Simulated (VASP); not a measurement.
# CdF2 (I4/mmm) in VASP: further runs, part 2 of 2

VASP 6.6.1. Earlier steps stand in the parts before.

**3. Single point, PBEsol (12.49 Å³/atom)**

The input, INCAR:

```
SYSTEM = CdF2
PREC = Accurate
ENCUT = 520
EDIFF = 1E-6
ISMEAR = 0
SIGMA = 0.05
LREAL = .False.
LASPH = .True.
NELM = 60
ALGO = Normal
ISIF = 2
LWAVE = .False.
LCHARG = .True.
GGA = PS
LELF = .True.
LVHAR = .True.
NBANDS = 20
```

The input, KPOINTS:

```
regular mesh
0
Gamma
  8 8 8
  0 0 0
```

The input, POSCAR:

```
CdF2
1.0
    0.0000000000      2.7275389608      2.5175184609
    2.7275389608      0.0000000000      2.5175184609
    2.7275389608      2.7275389608      0.0000000000
Cd F
1 2
Direct
    0.0000000000      0.0000000000      0.0000000000
    0.2500000000      0.2500000000      0.2500000000
    0.7500000000      0.7500000000      0.7500000000
```

Potentials or basis: VASP PAW PBE potentials, release 64 (Cd, F).

Launch:

```console
$ cat potpaw_PBE.64/Cd/POTCAR potpaw_PBE.64/F/POTCAR > POTCAR
$ mpirun -np 1 vasp_std > vasp.out
```

OUTCAR:

```text
SYSTEM = CdF2
   PREC = Accurate
   ENCUT = 520
   EDIFF = 1E-6
   ISMEAR = 0
   LREAL = .False.
   LASPH = .True.
   NELM = 60
   ISIF = 2
   GGA = PS

 ion  position               nearest neighbor table
   1  0.000  0.000  0.000-   3 2.30   3 2.30   3 2.30   2 2.30   2 2.30   2 2.30   3 2.30   2 2.30

   2  0.250  0.250  0.250-   1 2.30   1 2.30   1 2.30   1 2.30
   3  0.750  0.750  0.750-   1 2.30   1 2.30   1 2.30   1 2.30

  LATTYP: Found a body centered tetragonal cell.
 ALAT       =     3.8573225903
 C/A-ratio  =     1.3053191181

  Lattice vectors:

 A1 = (   0.0000000000,  -2.7275389608,  -2.5175184609)
 A2 = (   0.0000000000,   2.7275389608,  -2.5175184609)
 A3 = (   2.7275389608,   0.0000000000,   2.5175184609)

Analysis of symmetry for initial positions (statically):
=====================================================================
 Subroutine PRICEL returns:
 Original cell was already a primitive cell.

 Routine SETGRP: Setting up the symmetry group for a
 body centered tetragonal supercell.

 Subroutine GETGRP returns: Found 16 space group operations
 (whereof 16 operations were pure point group operations)
 out of a pool of 16 trial point group operations.

The static configuration has the point symmetry D_4h.

Analysis of symmetry for dynamics (positions and initial velocities):
=====================================================================
 Subroutine PRICEL returns:
 Original cell was already a primitive cell.

 Routine SETGRP: Setting up the symmetry group for a
 body centered tetragonal supercell.

 Subroutine GETGRP returns: Found 16 space group operations
 (whereof 16 operations were pure point group operations)
 out of a pool of 16 trial point group operations.

The dynamic configuration has the point symmetry D_4h.

 Subroutine INISYM returns: Found 16 space group operations
 (whereof 16 operations are pure point group operations),
 and found     1 'primitive' translations

----------------------------------------------------------------------------------------

                                     Primitive cell

  volume of cell :      37.4580

  direct lattice vectors                    reciprocal lattice vectors
     0.000000000  2.727538961  2.517518461    -0.183315438  0.183315438  0.198608275
     2.727538961  0.000000000  2.517518461     0.183315438 -0.183315438  0.198608275
     2.727538961  2.727538961  0.000000000     0.183315438  0.183315438 -0.198608275

  length of vectors
     3.711787707  3.711787707  3.857322590     0.326579771  0.326579771  0.326579771

  position of ions in fractional coordinates (direct lattice)
     0.000000000  0.000000000  0.000000000
     0.250000000  0.250000000  0.250000000
     0.750000000  0.750000000  0.750000000

  ion indices of the primitive-cell ions
   primitive index   ion index
                 1           1
                 2           2
                 3           3

----------------------------------------------------------------------------------------

 KPOINTS: regular mesh

Automatic generation of k-mesh.
 Grid dimensions read from file:
 generate k-points for:    8    8    8

 Generating k-lattice:

  Cartesian coordinates                     Fractional coordinates (reciprocal lattice)
    -0.022914430  0.022914430  0.024826034     0.125000000  0.000000000  0.000000000
     0.022914430 -0.022914430  0.024826034     0.000000000  0.125000000  0.000000000
     0.022914430  0.022914430 -0.024826034     0.000000000  0.000000000  0.125000000

  Length of vectors
     0.040822471  0.040822471  0.040822471

  Shift w.r.t. Gamma in fractional coordinates (k-lattice)
     0.000000000  0.000000000  0.000000000

 Subroutine IBZKPT returns following result:
 ===========================================

 Found     59 irreducible k-points:

 Following reciprocal coordinates:
            Coordinates               Weight
  0.000000  0.000000  0.000000      1.000000
  0.125000  0.000000  0.000000      8.000000
  0.250000  0.000000  0.000000      8.000000
  0.375000  0.000000  0.000000      8.000000
  0.500000  0.000000  0.000000      4.000000
  0.125000  0.125000  0.000000      2.000000
[... 16 lines left out ...]
  0.250000  0.000000  0.125000     16.000000
  0.375000 -0.000000  0.125000     16.000000
 [... further k-points ...]
   k-points           NKPTS =     59   k-points in BZ     NKDIM =     59   number of bands    NBANDS=     20
   number of dos      NEDOS =    301   number of ions     NIONS =      3
   total plane-waves  NPLWV =  23520
   dimension x,y,z NGX =    28 NGY =   28 NGZ =   30
   dimension x,y,z NGXF=    56 NGYF=   56 NGZF=   60
   ions per type =               1   2
   NGX,Y,Z   is equivalent  to a cutoff of  12.54, 12.54, 12.93 a.u.
   NGXF,Y,Z  is equivalent  to a cutoff of  25.08, 25.08, 25.86 a.u.
 SYSTEM =  CdF2
   PREC   = accura    normal or accurate (medium, high low for compatibility)
   ISTART =      0    job   : 0-new  1-cont  2-samecut
   ICHARG =      2    charge: 1-file 2-atom 10-const
   ISPIN  =      1    spin polarized calculation?
   LNONCOLLINEAR =      F non collinear calculations
   LSORBIT =      F    spin-orbit coupling
   LASPH  =      T    aspherical Exc in radial PAW
   ENCUT  =  520.0 eV  38.22 Ry    6.18 a.u.   6.90  6.90  7.17*2*pi/ulx,y,z
   NELM   =     60;   NELMIN=  2; NELMDL= -5     # of ELM steps
   EDIFF  = 0.1E-05   stopping-criterion for ELM
   LREAL  =      F    real-space projection
   EDIFFG = 0.1E-04   stopping-criterion for IOM
   NSW    =      0    number of steps for IOM
   IBRION =     -1    ionic relax: 0-MD 1-quasi-New 2-CG
   NFREE  =      0    steps in history (QN), initial steepest desc. (CG)
   ISIF   =      2    stress and relaxation
   ISYM   =      2    0-nonsym 1-usesym 2-fastsym
   POTIM  = 0.5000    time-step for ionic-motion
   TEBEG  =    0.0;   TEEND  =   0.0 temperature during run
   PSTRESS=    0.0 pullay stress
   NELECT =      26.0000    total number of electrons
   NUPDOWN=      -1.0000    fix difference up-down
   EMIN   =  10.00;   EMAX   =-10.00  energy-range for DOS
   EFERMI =   0.00;   METHOD = LEGACY
   ISMEAR =     0;   SIGMA  =   0.05  broadening in eV -4-tet -1-fermi 0-gaus
   EFERMI_NEDOS =   21; number of points for ismear=-14 and -15
   IALGO  =     38    algorithm
   IMIX   =      4    mixing-type and parameters
     AMIX     =   0.40;   BMIX     =  1.00
     AMIX_MAG =   1.60;   BMIX_MAG =  1.00
  volume/ion in A,a.u.               =      12.49        84.26
  Fermi-wavevector in a.u.,A,eV,Ry     =   1.449498  2.739155 28.586463  2.101046
  Thomas-Fermi vector in A             =   2.567218
   LORBIT       =      0    0 simple, 1 ext, 2 COOP (PROOUT), +10 PAW based schemes
   GGA     = PS    functional components
   LHFCALC =     F    Hartree Fock is set to
   AEXX    =    0.0000 exact exchange contribution
   IVDW    =     0    specifies the selected vdW correction
   LEPSILON=     F    determine dielectric tensor
   LRPA    =     F    only Hartree local field effects (RPA)
 non-spin polarized calculation
 Gauss-broadening in eV      SIGMA  =   0.05
  energy-cutoff  :      520.00
  volume of cell :       37.46
 maximum number of plane-waves:      1034
   NGX = 13   NGY = 13   NGZ = 15

 number of electron      26.0000011 magnetization

 Free energy of the ion-electron system (eV)
  ---------------------------------------------------
  ext. energy  EPLUGINS =         0.00000000
  ---------------------------------------------------
  free energy    TOTEN  =       -11.49993639 eV

  energy without entropy =      -11.49993639  energy(sigma->0) =      -11.49993639

 E-fermi :  -0.6315     XC(G=0): -10.9556

 val. band max:       -0.9611940228   @ k =  -0.1250   0.5000   0.3750
 cond. band min:       1.8866260579   @ k =   0.0000   0.0000   0.0000
 fundamental gap:      2.8478200808
 Fermi energy:        -0.6315087008

 k-point     1 :       0.0000    0.0000    0.0000
  band No.  band energies     occupation
      1     -22.0628      2.00000
      2     -20.7610      2.00000
      3      -6.8808      2.00000
      4      -6.8808      2.00000
      5      -6.8677      2.00000
      6      -5.4856      2.00000
[... 12 lines left out ...]
     19      17.9606      0.00000
[... 513 lines left out ...]
      4      -6.4707      2.00000
      5      -5.7157      2.00000
      6      -5.6425      2.00000
[... 12 lines left out ...]
     19      18.4293      0.00000
     20      19.8901      0.00000

 [... further k-points ...]

------------------------ aborting loop because EDIFF is reached ----------------------------------------

  FORCE on cell =-STRESS in cart. coord.  units (eV):
  Direction    XX          YY          ZZ          XY          YZ          ZX
  --------------------------------------------------------------------------------------
  -------------------------------------------------------------------------------------
  Total        0.6258226      0.6258226      2.8232920      0.0000000      0.0000000     -0.0000000
  in kB       26.7680821     26.7680821    120.7596370      0.0000000      0.0000000     -0.0000000
  external PRESSURE =      58.0986004 kB  Pullay stress =       0.0000000 kB

 VOLUME and BASIS-vectors are now :
 -----------------------------------------------------------------------------
  energy-cutoff  :      520.00
  volume of cell :       37.46
      direct lattice vectors                 reciprocal lattice vectors
     0.000000000  2.727538961  2.517518461    -0.183315438  0.183315438  0.198608275
     2.727538961  0.000000000  2.517518461     0.183315438 -0.183315438  0.198608275
     2.727538961  2.727538961  0.000000000     0.183315438  0.183315438 -0.198608275

 POSITION                                       TOTAL-FORCE (eV/Angst)
 -----------------------------------------------------------------------------------
      0.00000      0.00000      0.00000        -0.000000      0.000000     -0.000000
      1.36377      1.36377      1.25876         0.000000      0.000000      0.000000
      4.09131      4.09131      3.77628        -0.000000     -0.000000      0.000000
 -----------------------------------------------------------------------------------
    total drift:                                0.000000      0.000000      0.000000

  FREE ENERGIE OF THE ION-ELECTRON SYSTEM (eV)
  ---------------------------------------------------
  free  energy   TOTEN  =       -11.4999363884 eV

  energy  without entropy=      -11.4999363884  energy(sigma->0) =      -11.49993639
```

OSZICAR:

```text
N       E                     dE             d eps       ncg     rms          rms(c)
DAV:   1     0.193759439443E+03    0.19376E+03   -0.15715E+04  2488   0.133E+03
DAV:   2    -0.482726606439E+01   -0.19859E+03   -0.19081E+03  2560   0.346E+02
DAV:   3    -0.128729457867E+02   -0.80457E+01   -0.80243E+01  2724   0.755E+01
DAV:   4    -0.129069244437E+02   -0.33979E-01   -0.33977E-01  2532   0.503E+00
DAV:   5    -0.129070422298E+02   -0.11779E-03   -0.11779E-03  2716   0.266E-01    0.101E+01
DAV:   6    -0.114908398019E+02    0.14162E+01   -0.31366E+00  2972   0.345E+01    0.781E+00
DAV:   7    -0.115189632518E+02   -0.28123E-01   -0.72740E-01  2464   0.762E+00    0.457E+00
DAV:   8    -0.115086095480E+02    0.10354E-01   -0.13527E-01  2452   0.352E+00    0.676E-01
DAV:   9    -0.114992783343E+02    0.93312E-02   -0.32651E-02  2916   0.239E+00    0.852E-02
DAV:  10    -0.114998250148E+02   -0.54668E-03   -0.31920E-03  2460   0.545E-01    0.997E-02
DAV:  11    -0.114999123408E+02   -0.87326E-04   -0.81604E-05  2580   0.918E-02    0.375E-02
DAV:  12    -0.114999336259E+02   -0.21285E-04   -0.55510E-05  2452   0.608E-02    0.203E-02
DAV:  13    -0.114999363509E+02   -0.27250E-05   -0.59041E-06  2576   0.246E-02    0.570E-03
DAV:  14    -0.114999363884E+02   -0.37498E-07   -0.35265E-07  2104   0.699E-03
   1 F= -.11499936E+02 E0= -.11499936E+02  d E =-.310386E-22
```

Wall time 70 s (1 thread of Intel Xeon 8259CL, shared host); peak memory 0.18 GiB.

Results:

| Property | Result |
| --- | --- |
| Free energy | -11.4999 eV |
| Pressure | 5.8 GPa |
| Band gap on the k mesh | 2.85 eV (least direct gap 3.35 eV) |

Stress tensor (GPa, compression positive):
```
 2.68  0.00  0.00
 0.00  2.68  0.00
 0.00  0.00 12.08
```

Caveat: the cell stands under pressure; the PAW data sets were made with another functional, which shifts forces and pressure a little.
